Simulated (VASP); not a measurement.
GaP: single point with r2SCANh

GaP:

```
CELL_PARAMETERS angstrom
0.00000 2.72525 2.72525
2.72525 0.00000 2.72525
2.72525 2.72525 0.00000
ATOMIC_POSITIONS crystal
Ga 0.00000 0.00000 0.00000
P 0.75000 0.75000 0.75000
```

```json
{
  "Program": "VASP 6.6.1",
  "Task": "single point",
  "Functional": "r2SCANh",
  "Potentials or basis": "VASP PAW PBE potentials, release 64 (Ga_d, P)",
  "Cutoff": "520 eV",
  "k mesh": "4 × 4 × 4",
  "Occupations": "fermi-dirac, width 0.05 eV",
  "Spin": "no spin polarisation"
}
```

The pressure is 0.0 GPa and the band gap on the k mesh is 2.40 eV (least direct gap 2.94 eV).

Levels at points of the mesh, in eV from the valence-band top:
| k point | band 7 | band 8 | band 9 | band 10 | band 11 | band 12 |
| --- | --- | --- | --- | --- | --- | --- |
| (0.00, 0.00, 0.00) | 0.00 | 0.00 | 0.00 | 2.94 | 4.77 | 4.77 |
| (0.50, 0.00, 0.00) | -7.09 | -1.21 | -1.21 | 2.60 | 5.64 | 5.64 |
| (0.50, 0.50, 0.00) | -7.19 | -2.90 | -2.90 | 2.40 | 2.63 | 12.12 |

Run time: 13 min on 1 thread of AMD EPYC 7R43 64-Core Processor (Zen 3) (shared host), peak memory 0.14 GiB.

Caveat: the k points lie up to 0.50 Å⁻¹ apart; the PAW data sets were made with another functional, which shifts forces and pressure a little. A k mesh can miss the band edges.
